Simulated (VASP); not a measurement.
# AgO2 (Pnnm) in VASP: further runs

The runs below take AgO2 through single point, with PBE.

Program: VASP 6.6.1. These are calculated values, not measurements. Logs are shortened: lines on timing, memory, paths and dates and some standing lists are left out, and cuts for length are marked.

### 1 The cell of the first run

It takes space group Pnnm (No. 58, orthorhombic). Conventional cell: a = 4.255 Å, b = 5.294 Å, c = 3.615 Å, α = 90.00°, β = 90.00°, γ = 90.00°. Ag (site symmetry 2/m) has 12 O at 2.30 to 3.26 Å within 3.3 Å. O (site symmetry m) has 1 O at 1.39 Å within 1.9 Å.

### 2 Single point, PBE (13.57 Å³/atom)

Contents of INCAR:

```
SYSTEM = AgO2
PREC = Accurate
ENCUT = 700
EDIFF = 1E-6
ISMEAR = 0
SIGMA = 0.1
LREAL = .False.
LASPH = .True.
NELM = 120
ALGO = Normal
ISIF = 2
LWAVE = .False.
LCHARG = .False.
GGA = PE
NBANDS = 40
GGA_COMPAT = .False.
```

Contents of KPOINTS:

```
regular mesh
0
Gamma
  8 6 10
  0 0 0
```

Contents of POSCAR:

```
AgO2
1.0
    4.2553301122      0.0000000000      0.0000000000
    0.0000000000      5.2941301853      0.0000000000
    0.0000000000      0.0000000000      3.6151100241
Ag O
2 4
Direct
    0.0000000000      0.0000000000      0.0000000000
    0.5000000000      0.5000000000      0.5000000000
    0.8689000512      0.5783070356      0.0000000000
    0.1310999488      0.4216929644      0.0000000000
    0.3689000512      0.9216929644      0.5000000000
    0.6310999488      0.0783070356      0.5000000000
```

Potentials or basis: VASP PAW PBE potentials, release 64 (Ag_sv_GW, O).

Started as:

```
$ cat potpaw_PBE.64/Ag_sv_GW/POTCAR potpaw_PBE.64/O/POTCAR > POTCAR
$ mpirun -np 1 vasp_std > vasp.out
```

OUTCAR:

```text
SYSTEM = AgO2
   PREC = Accurate
   ENCUT = 700
   EDIFF = 1E-6
   ISMEAR = 0
   LREAL = .False.
   LASPH = .True.
   NELM = 120
   ISIF = 2
   GGA = PE

 ion  position               nearest neighbor table
   1  0.000  0.000  0.000-   3 2.30   4 2.30
   2  0.500  0.500  0.500-   5 2.30   6 2.30
   3  0.869  0.578  0.000-   4 1.39   1 2.30
   4  0.131  0.422  0.000-   3 1.39   1 2.30
   5  0.369  0.922  0.500-   6 1.39   2 2.30
   6  0.631  0.078  0.500-   5 1.39   2 2.30

  LATTYP: Found a simple orthorhombic cell.
 ALAT       =     3.6151100241
 B/A-ratio  =     1.1770956026
 C/A-ratio  =     1.4644451068

  Lattice vectors:

 A1 = (   0.0000000000,   0.0000000000,   3.6151100241)
 A2 = (   4.2553301122,   0.0000000000,   0.0000000000)
 A3 = (   0.0000000000,   5.2941301853,   0.0000000000)

Analysis of symmetry for initial positions (statically):
=====================================================================
 Subroutine PRICEL returns:
 Original cell was already a primitive cell.

 Routine SETGRP: Setting up the symmetry group for a
 simple orthorhombic supercell.

 Subroutine GETGRP returns: Found  8 space group operations
 (whereof  4 operations were pure point group operations)
 out of a pool of  8 trial point group operations.

The static configuration has the point symmetry C_2h.
 The point group associated with its full space group is D_2h.

Analysis of symmetry for dynamics (positions and initial velocities):
=====================================================================
 Subroutine PRICEL returns:
 Original cell was already a primitive cell.

 Routine SETGRP: Setting up the symmetry group for a
 simple orthorhombic supercell.

 Subroutine GETGRP returns: Found  8 space group operations
 (whereof  4 operations were pure point group operations)
 out of a pool of  8 trial point group operations.

The dynamic configuration has the point symmetry C_2h.
 The point group associated with its full space group is D_2h.

 Subroutine INISYM returns: Found  8 space group operations
 (whereof  4 operations are pure point group operations),
 and found     1 'primitive' translations

----------------------------------------------------------------------------------------

                                     Primitive cell

  volume of cell :      81.4422

  direct lattice vectors                    reciprocal lattice vectors
     4.255330112  0.000000000  0.000000000     0.234999395  0.000000000  0.000000000
     0.000000000  5.294130185  0.000000000     0.000000000  0.188888442  0.000000000
     0.000000000  0.000000000  3.615110024     0.000000000  0.000000000  0.276616754

  length of vectors
     4.255330112  5.294130185  3.615110024     0.234999395  0.188888442  0.276616754

  position of ions in fractional coordinates (direct lattice)
     0.000000000  0.000000000  0.000000000
     0.500000000  0.500000000  0.500000000
     0.868900051  0.578307036  0.000000000
     0.131099949  0.421692964  0.000000000
     0.368900051  0.921692964  0.500000000
     0.631099949  0.078307036  0.500000000

  ion indices of the primitive-cell ions
   primitive index   ion index
                 1           1
                 2           2
                 3           3
                 4           4
                 5           5
                 6           6

----------------------------------------------------------------------------------------

 KPOINTS: regular mesh

Automatic generation of k-mesh.
 Grid dimensions read from file:
 generate k-points for:    8    6   10

 Generating k-lattice:

  Cartesian coordinates                     Fractional coordinates (reciprocal lattice)
     0.029374924  0.000000000  0.000000000     0.125000000  0.000000000  0.000000000
     0.000000000  0.031481407  0.000000000     0.000000000  0.166666667  0.000000000
     0.000000000  0.000000000  0.027661675     0.000000000  0.000000000  0.100000000

  Length of vectors
     0.029374924  0.031481407  0.027661675

  Shift w.r.t. Gamma in fractional coordinates (k-lattice)
     0.000000000  0.000000000  0.000000000

 Subroutine IBZKPT returns following result:
 ===========================================

 Found    120 irreducible k-points:

 Following reciprocal coordinates:
            Coordinates               Weight
  0.000000  0.000000  0.000000      1.000000
  0.125000  0.000000  0.000000      2.000000
  0.250000  0.000000  0.000000      2.000000
  0.375000  0.000000  0.000000      2.000000
  0.500000  0.000000  0.000000      1.000000
  0.000000  0.166667  0.000000      2.000000
[... 16 lines left out ...]
  0.250000  0.000000  0.100000      4.000000
  0.375000  0.000000  0.100000      4.000000
 [... further k-points ...]
   k-points           NKPTS =    120   k-points in BZ     NKDIM =    120   number of bands    NBANDS=     40
   number of dos      NEDOS =    301   number of ions     NIONS =      6
   total plane-waves  NPLWV =  61440
   dimension x,y,z NGX =    40 NGY =   48 NGZ =   32
   dimension x,y,z NGXF=    80 NGYF=   96 NGZF=   64
   ions per type =               2   4
   NGX,Y,Z   is equivalent  to a cutoff of  15.63, 15.07, 14.72 a.u.
   NGXF,Y,Z  is equivalent  to a cutoff of  31.25, 30.15, 29.43 a.u.
 SYSTEM =  AgO2
   PREC   = accura    normal or accurate (medium, high low for compatibility)
   ISTART =      0    job   : 0-new  1-cont  2-samecut
   ICHARG =      2    charge: 1-file 2-atom 10-const
   ISPIN  =      1    spin polarized calculation?
   LNONCOLLINEAR =      F non collinear calculations
   LSORBIT =      F    spin-orbit coupling
   LASPH  =      T    aspherical Exc in radial PAW
   ENCUT  =  700.0 eV  51.45 Ry    7.17 a.u.   9.18 11.42  7.80*2*pi/ulx,y,z
   NELM   =    120;   NELMIN=  2; NELMDL= -5     # of ELM steps
   EDIFF  = 0.1E-05   stopping-criterion for ELM
   LREAL  =      F    real-space projection
   EDIFFG = 0.1E-04   stopping-criterion for IOM
   NSW    =      0    number of steps for IOM
   IBRION =     -1    ionic relax: 0-MD 1-quasi-New 2-CG
   NFREE  =      0    steps in history (QN), initial steepest desc. (CG)
   ISIF   =      2    stress and relaxation
   ISYM   =      2    0-nonsym 1-usesym 2-fastsym
   POTIM  = 0.5000    time-step for ionic-motion
   TEBEG  =    0.0;   TEEND  =   0.0 temperature during run
   PSTRESS=    0.0 pullay stress
   NELECT =      62.0000    total number of electrons
   NUPDOWN=      -1.0000    fix difference up-down
   EMIN   =  10.00;   EMAX   =-10.00  energy-range for DOS
   EFERMI =   0.00;   METHOD = LEGACY
   ISMEAR =     0;   SIGMA  =   0.10  broadening in eV -4-tet -1-fermi 0-gaus
   EFERMI_NEDOS =   21; number of points for ismear=-14 and -15
   IALGO  =     38    algorithm
   IMIX   =      4    mixing-type and parameters
     AMIX     =   0.40;   BMIX     =  1.00
     AMIX_MAG =   1.60;   BMIX_MAG =  1.00
  volume/ion in A,a.u.               =      13.57        91.60
  Fermi-wavevector in a.u.,A,eV,Ry     =   1.494820  2.824800 30.402043  2.234487
  Thomas-Fermi vector in A             =   2.607044
   LORBIT       =      0    0 simple, 1 ext, 2 COOP (PROOUT), +10 PAW based schemes
   GGA     = PE    functional components
   LHFCALC =     F    Hartree Fock is set to
   AEXX    =    0.0000 exact exchange contribution
   IVDW    =     0    specifies the selected vdW correction
   LEPSILON=     F    determine dielectric tensor
   LRPA    =     F    only Hartree local field effects (RPA)
 non-spin polarized calculation
 Gauss-broadening in eV      SIGMA  =   0.10
  energy-cutoff  :      700.00
  volume of cell :       81.44
 maximum number of plane-waves:      3464
 NGX is ok and might be reduce to    40
   NGX = 19   NGY = 23   NGZ = 15

 number of electron      61.9999991 magnetization

 Free energy of the ion-electron system (eV)
  ---------------------------------------------------
  ext. energy  EPLUGINS =         0.00000000
  ---------------------------------------------------
  free energy    TOTEN  =       -21.00099271 eV

  energy without entropy =      -20.98206879  energy(sigma->0) =      -20.99153075

 E-fermi :   3.2245     XC(G=0): -10.4457

 val. band max:        3.2199154393   @ k =   0.0000   0.3333   0.1000
 cond. band min:       3.2255723561   @ k =   0.1250   0.0000   0.2000
 fundamental gap:      0.0056569168
 Fermi energy:         3.2245093539

 k-point     1 :       0.0000    0.0000    0.0000
  band No.  band energies     occupation
      1     -87.5875      2.00000
      2     -87.5874      2.00000
      3     -51.1480      2.00000
      4     -51.1456      2.00000
      5     -51.0704      2.00000
      6     -51.0691      2.00000
[... 32 lines left out ...]
     39      13.5052      0.00000
     40      15.3218      0.00000

 k-point     2 :       0.1250    0.0000    0.0000
  band No.  band energies     occupation
      1     -87.5875      2.00000
      2     -87.5874      2.00000
      3     -51.1479      2.00000
      4     -51.1457      2.00000
      5     -51.0703      2.00000
      6     -51.0691      2.00000
[... 32 lines left out ...]
     39      14.4629      0.00000
     40      14.5614      0.00000

 k-point     3 :       0.2500    0.0000    0.0000
  band No.  band energies     occupation
      1     -87.5875      2.00000
      2     -87.5874      2.00000
      3     -51.1477      2.00000
      4     -51.1460      2.00000
      5     -51.0702      2.00000
      6     -51.0693      2.00000
[... 32 lines left out ...]
     39      13.0122      0.00000
     40      13.8848      0.00000

 k-point     4 :       0.3750    0.0000    0.0000
  band No.  band energies     occupation
      1     -87.5875      2.00000
      2     -87.5874      2.00000
      3     -51.1473      2.00000
      4     -51.1464      2.00000
      5     -51.0700      2.00000
      6     -51.0695      2.00000
[... 32 lines left out ...]
     39      12.1512      0.00000
     40      12.9179      0.00000
[... 772 lines left out ...]
     39      14.0340      0.00000
     40      14.5563      0.00000

 k-point    23 :       0.2500    0.0000    0.1000
  band No.  band energies     occupation
      1     -87.5875      2.00000
      2     -87.5874      2.00000
      3     -51.1476      2.00000
      4     -51.1460      2.00000
      5     -51.0706      2.00000
      6     -51.0697      2.00000
[... 32 lines left out ...]
     39      13.0566      0.00000
     40      13.8323      0.00000

 k-point    24 :       0.3750    0.0000    0.1000
  band No.  band energies     occupation
      1     -87.5875      2.00000
      2     -87.5874      2.00000
      3     -51.1473      2.00000
      4     -51.1464      2.00000
      5     -51.0704      2.00000
      6     -51.0699      2.00000
[... 32 lines left out ...]
     39      12.2109      0.00000
     40      12.9862      0.00000

 [... further k-points ...]

------------------------ aborting loop because EDIFF is reached ----------------------------------------

  FORCE on cell =-STRESS in cart. coord.  units (eV):
  Direction    XX          YY          ZZ          XY          YZ          ZX
  --------------------------------------------------------------------------------------
  -------------------------------------------------------------------------------------
  Total       -0.7053078     -0.9313070     -1.1796129      0.0000000      0.0000000      0.0000000
  in kB      -13.8752203    -18.3212063    -23.2060213      0.0000000      0.0000000      0.0000000
  external PRESSURE =     -18.4674826 kB  Pullay stress =       0.0000000 kB

 VOLUME and BASIS-vectors are now :
 -----------------------------------------------------------------------------
  energy-cutoff  :      700.00
  volume of cell :       81.44
      direct lattice vectors                 reciprocal lattice vectors
     4.255330112  0.000000000  0.000000000     0.234999395  0.000000000  0.000000000
     0.000000000  5.294130185  0.000000000     0.000000000  0.188888442  0.000000000
     0.000000000  0.000000000  3.615110024     0.000000000  0.000000000  0.276616754

 POSITION                                       TOTAL-FORCE (eV/Angst)
 -----------------------------------------------------------------------------------
      0.00000      0.00000      0.00000        -0.000000      0.000000      0.000000
      2.12767      2.64707      1.80756        -0.000000      0.000000      0.000000
      3.69746      3.06163      0.00000        -0.221131      0.163041      0.000000
      0.55787      2.23250      0.00000         0.221131     -0.163041      0.000000
      1.56979      4.87956      1.80756        -0.221131     -0.163041      0.000000
      2.68554      0.41457      1.80756         0.221131      0.163041      0.000000
 -----------------------------------------------------------------------------------
    total drift:                               -0.000000      0.000000      0.000000

  FREE ENERGIE OF THE ION-ELECTRON SYSTEM (eV)
  ---------------------------------------------------
  free  energy   TOTEN  =       -21.0009927062 eV

  energy  without entropy=      -20.9820687909  energy(sigma->0) =      -20.99153075
```

Wall time 10 min (1 thread of Intel Xeon Platinum 8259CL at 2.50GHz (Skylake/Cascade Lake), shared host); peak memory 0.64 GiB.

What came out:

| Property | Result |
| --- | --- |
| Free energy | -21.0010 eV |
| Pressure | -1.8 GPa |
| Largest force | 0.275 eV/Å |
| Band gap on the k mesh | zero (bands 31 and 32 overlap by 2.12 eV) |

Forces on the atoms (eV/Å):
```
Ag   0.000  0.000  0.000
Ag   0.000  0.000  0.000
O   -0.221  0.163  0.000
O    0.221 -0.163  0.000
O   -0.221 -0.163  0.000
O    0.221  0.163  0.000
```

[end of part 1 of 2]
